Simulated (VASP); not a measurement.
Set up this calculation in VASP 6.6.1, as the native input.

| Item | Value |
| --- | --- |
| Task | single point |
| Functional | PBEsol |
| Potentials or basis | VASP PAW PBE potentials, release 64 (Ti_sv, O) |
| Cutoff | 520 eV |
| k mesh | 6 × 6 × 6 |
| Occupations | fermi-dirac, width 0.146 eV |
| Spin | no spin polarisation |
| Dipole correction | no |
| Further INCAR settings | ALGO = Normal; EDIFF = 1e-06; NBANDS = 33 |

The structure of TiO2 (Anatase) lies in POSCAR:

```
TiO2
1.0
   -1.8888993355      1.8888993355      4.7917223787
    1.8888993355     -1.8888993355      4.7917223787
    1.8888993355      1.8888993355     -4.7917223787
Ti O
2 4
Direct
   -0.0059682444      0.0092927595     -0.0270906443
    0.7453891298      0.2635590593      0.5198829189
    0.1907198638      0.2185167394     -0.0031963059
    0.9701597476      0.4353284408      0.5188982184
    0.5524316148      0.0138097408      0.4846936429
    0.8183400485      0.7639750551      0.0211689417
```

These files were run (other wordings do the same):

INCAR

```
SYSTEM = TiO2
PREC     = Accurate       ! precision mode
ENCUT    = 520            ! plane-wave cutoff, eV
EDIFF    = 1E-6           ! SCF threshold, eV
ISMEAR   = -1             ! smearing method
SIGMA    = 0.146          ! smearing width, eV
LREAL    = .False.        ! projectors in reciprocal space
LASPH    = .True.         ! aspherical terms in the spheres
NELM     = 80             ! most SCF steps
ALGO     = Normal         ! electronic algorithm
ISIF     = 2              ! what is computed and relaxed
LWAVE    = .False.        ! write WAVECAR
LCHARG   = .False.        ! write CHGCAR
GGA      = PS             ! functional
NBANDS   = 33             ! bands
```

KPOINTS

```
Automatic mesh
0
Gamma
  6 6 6
  0 0 0
```

Potentials or basis: VASP PAW PBE potentials, release 64 (Ti_sv, O).

Run with:

```console
$ cat potpaw_PBE.64/Ti_sv/POTCAR potpaw_PBE.64/O/POTCAR > POTCAR
$ mpirun -np 1 vasp_std > vasp.out
```

Results of the run:

| Quantity | Value |
| --- | --- |
| Pressure | 4.8 GPa |
| Largest force | 3.405 eV/Å |
| Band gap on the k mesh | 2.35 eV, indirect (least direct gap 2.54 eV) |

Caveat: the PAW data sets were made with another functional, which shifts forces and pressure a little.

Run time: 3.8 min on 1 thread of Intel(R) Xeon(R) 6975P-C (Granite Rapids) (shared host), peak memory 0.37 GiB.
